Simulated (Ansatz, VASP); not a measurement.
Pt: VASP beside Ansatz

```xyz
3
Lattice="4.4727 0.0000 0.0000 -2.2364 3.8735 0.0000 0.0000 0.0000 2.6664" Properties=species:S:1:pos:R:3 pbc="T T T"
Pt    0.0000    0.0000    0.0000
Pt    0.0000    2.5823    1.3332
Pt    2.2364    1.2912    1.3332
```

Alike in both runs: task single point; functional PBE; k mesh 9 × 9 × 13; occupations fermi-dirac, width 0.1 eV; no spin polarisation.

|  | VASP | Ansatz |
| --- | --- | --- |
| version | VASP 6.6.1 | Ansatz 0.2.0 |
| potentials or method | VASP PAW PBE potentials, release 64 (Pt), cutoff 520 eV | plane waves (420 eV) with PAW, scalar-relativistic |
| valence electrons in the cell | 30 | 54 |

|  | VASP | Ansatz | Ansatz less VASP |
| --- | --- | --- | --- |
| pressure (GPa) | 10.1 | 10.7 | +0.56 |
| traceless stress, the component that is largest in VASP (GPa) | 0.68 | 0.68 | -0.002 |

VASP's potentials hold 30 valence electrons a cell and Ansatz's 54, so a difference there can come from the potentials and not from the codes.

Neither program's run includes spin-orbit coupling.
